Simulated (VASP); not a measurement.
Rb2Tl4SnHg:

```
Hg Tl Sn Rb
1.0
    -4.28762    4.28762    3.59649
     4.28762   -4.28762    3.59649
     4.28762    4.28762   -3.59649
Hg Tl Sn Rb
1 4 1 2
Direct
  0.00000 0.00000 0.00000
  0.42970 0.42970 0.34220
  0.57030 0.91250 0.00000
  0.08750 0.08750 0.65780
  0.91250 0.57030 0.00000
  0.50000 0.50000 0.00000
  0.00000 0.50000 0.50000
  0.50000 0.00000 0.50000
```

| Quantity | Value |
| --- | --- |
| Program | VASP 6.6.1 |
| Task | relaxation of cell and atoms |
| Functional | PBE |
| Potentials or basis | VASP PAW PBE potentials, release 64 (Hg, Tl_d, Sn_d, Rb_sv) |
| Cutoff | 600 eV |
| k mesh | 3 × 3 × 3 |
| Occupations | fermi-dirac, width 0.1 eV |
| Spin | no spin polarisation |

At the start: pressure 7.6 GPa; volume 33.06 Å³/atom.

Where does the relaxation end?

Over 30 steps the energy falls by 303.2 meV/atom and the volume is 37.46 Å³/atom (+13.3 %); space group I-42m (No. 121, to 0.1 Å) before and after.

The path:
```tsv
step	energy change (eV)	largest force (eV/Å)	pressure (GPa)	volume (Å³)
1	0.0000	1.8117	7.62	264.47
2	-1.6400	0.1686	0.20	329.23
3	-1.6484	0.0616	-0.27	338.51
4	-1.6493	0.0842	-0.16	336.33
5	-1.6727	0.0745	-0.13	334.68
6	-1.7407	0.0453	-0.07	329.49
7	-1.8863	0.0141	0.04	318.18
8	-2.1970	0.0559	0.47	292.26
9	-1.1448	0.0555	6.35	230.80
10	-2.2435	0.0400	0.84	283.26
11	-2.2379	0.0663	1.41	271.54
12	-2.2622	0.0905	1.22	272.76
13	-2.2924	0.1441	0.79	276.08
14	-2.3051	0.1466	0.65	278.26
15	-2.3303	0.1531	0.26	284.80
16	-2.3324	0.1629	-0.34	298.01
17	-2.3386	0.1592	-0.07	291.86
18	-2.3435	0.1542	-0.07	291.97
19	-2.3572	0.1399	-0.03	292.32
20	-2.3803	0.1086	0.05	293.00
21	-2.4027	0.0930	0.28	294.37
22	-2.4114	0.0841	0.13	297.44
23	-2.4179	0.0637	-0.15	303.98
24	-2.4180	0.0658	-0.12	303.34
25	-2.4206	0.0579	-0.08	302.46
26	-2.4232	0.0428	0.03	300.08
27	-2.4233	0.0436	0.02	300.30
28	-2.4241	0.0320	0.00	300.54
29	-2.4250	0.0032	-0.06	301.18
30	-2.4255	0.0059	0.02	299.65
```

Final structure:
```
Hg Tl Sn Rb
1.0
    -3.76211    3.76211    5.29279
     3.76211   -3.76211    5.29279
     3.76211    3.76211   -5.29279
Hg Tl Sn Rb
1 4 1 2
Cartesian
  -3.7621 3.7621 5.2928
  1.2535 1.2535 2.7151
  1.2535 -1.2535 7.8705
  2.5086 2.5086 -2.5777
  -1.2535 1.2535 7.8705
  0.0000 0.0000 5.2928
  0.0000 3.7621 5.2928
  0.0000 3.7621 0.0000
```

Caveat: the k points lie up to 0.34 Å⁻¹ apart in the final cell.
